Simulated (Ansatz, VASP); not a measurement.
GaN in VASP and in Ansatz

INCAR

```
SYSTEM = GaN
ALGO = Normal ; EDIFF = 1E-7
EDIFFG = -0.01 ; ENCUT = 600
GGA = PS ; IBRION = 2
ISIF = 3 ; ISMEAR = -1
IVDW = 13 ; LASPH = .TRUE.
LCHARG = .FALSE. ; LREAL = .FALSE.
LWAVE = .FALSE. ; NELM = 60
NSW = 80 ; PREC = Accurate
SIGMA = 0.05
```

KPOINTS

```
k-points
0
G
  10 10 10
  0 0 0
```

POSCAR

```
GaN
1.0
    0.0000000000      2.2535006075      2.2535006075
    2.2535006075      0.0000000000      2.2535006075
    2.2535006075      2.2535006075      0.0000000000
Ga N
1 1
Direct
    0.0000000000      0.0000000000      0.0000000000
    0.2500000000      0.2500000000      0.2500000000
```

Contents of input.yaml:

```yaml
crystal:
  lattice:
    - [0.0, 2.2535006075, 2.2535006075]
    - [2.2535006075, 0.0, 2.2535006075]
    - [2.2535006075, 2.2535006075, 0.0]
  atoms:
    - { symbol: Ga, position: [0.0, 0.0, 0.0] }
    - { symbol: "N", position: [0.25, 0.25, 0.25] }
kpoints:
  mp_grid: { grid: [10, 10, 10] }
scf:
  occupations: { method: fermi_dirac, width: 0.05 }
hamiltonian:
  xc: pbesol
  dispersion: d4
  pseudopotentials: { kind: all_electron, lapw: { basis_error: 0.001 } }
output:
  forces: true
  stress: true
relax:
  f_tol: 0.01
  max_steps: 60
  cell: {}
```

Alike in both runs: task relaxation of cell and atoms; functional PBEsol; dispersion D4; k mesh 10 × 10 × 10; occupations fermi-dirac, width 0.05 eV; no spin polarisation.

|  | VASP | Ansatz |
| --- | --- | --- |
| version | VASP 6.6.1 | Ansatz 0.2.0 |
| potentials or method | VASP PAW PBE potentials, release 64 (Ga_d, N), cutoff 600 eV | all-electron LAPW, scalar-relativistic |

Ansatz gave:

| Property | Result |
| --- | --- |
| relaxed volume (Å³/atom) | 11.18 |
| relaxed cell length with the largest relative difference (Å) | 3.163 |

Q: What did VASP give for the same quantities?

A: Relaxed volume (Å³/atom): 11.16; relaxed cell length with the largest relative difference (Å): 3.161.

VASP's potentials were made for PBE, not for PBEsol. Ansatz ran all-electron here, and VASP with PAW potentials.
